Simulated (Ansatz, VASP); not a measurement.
**Two plane-wave programs on GeAs5**

```xyz
6
Lattice="4.5520 0.0000 0.0000 0.0000 4.5520 0.0000 0.0000 0.0000 7.9137" Properties=species:S:1:pos:R:3 pbc="T T T"
Ge    0.0000    0.0000    3.9568
As    0.0000    2.2760    3.9568
As    2.2760    0.0000    3.9568
As    2.2760    2.2760    3.9568
As    2.2760    2.2760    0.0000
As    0.0000    0.0000    0.0000
```

Alike in both runs: task single point; functional PBE; k mesh 4 × 4 × 2; occupations gaussian, width 0.1 eV; no spin polarisation.

|  | VASP | Ansatz |
| --- | --- | --- |
| version | VASP 6.6.1 | Ansatz 0.2.0 |
| potentials or method | VASP PAW PBE potentials, release 64 (Ge_d, As), cutoff 520 eV | scalar-relativistic, plane waves, PAW |
| valence electrons in the cell | 39 | 89 |

|  | VASP | Ansatz | Ansatz less VASP |
| --- | --- | --- | --- |
| gap on the k mesh at the Fermi level (eV) | none | none | - |
| pressure (GPa) | 10.9 | 10.6 | -0.35 |
| traceless stress, the component that is largest in VASP (GPa) | -14.30 | -13.93 | +0.369 |

A gap of «none» marks a metal or a gap that the smearing closes. With one functional, cell and mesh, what is left measures potentials, basis and numerics. VASP's potentials hold 39 valence electrons a cell and Ansatz's 89, so a difference there can come from the potentials and not from the codes.

The k mesh is coarse, so the values compare programs but aren't converged.
